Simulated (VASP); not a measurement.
Sb:

```
CELL_PARAMETERS angstrom
3.08488 0.00000 0.00000
0.00000 3.08488 0.00000
0.00000 0.00000 3.08488
ATOMIC_POSITIONS crystal
Sb 0.00000 0.00000 0.00000
```

* Program: VASP 6.6.1
* Task: relaxation of cell and atoms
* Functional: PBE
* Potentials or basis: VASP PAW PBE potentials, release 64 (Sb)
* Cutoff: 600 eV
* k mesh: 10 × 10 × 10
* Occupations: fermi-dirac, width 0.1 eV
* Spin: no spin polarisation

At the start: pressure 1.2 GPa; volume 29.36 Å³/atom.

Where does the relaxation end?

Over 3 steps the energy falls by 2.0 meV/atom and the volume is 29.93 Å³/atom (+1.9 %); space group Pm-3m (No. 221, to 0.05 Å).

The path:
```
step  energy change (eV)  largest force (eV/Å)  pressure (GPa)  volume (Å³)
   1              0.0000                0.0000            1.15        29.36
   2             -0.0014                0.0000           -0.61        30.26
   3             -0.0020                0.0000            0.01        29.93
```

Final structure:
```xyz
1
Lattice="3.1047 0.0000 0.0000 0.0000 3.1047 0.0000 0.0000 0.0000 3.1047" Properties=species:S:1:pos:R:3 pbc="T T T"
Sb    0.0000    0.0000    0.0000
```
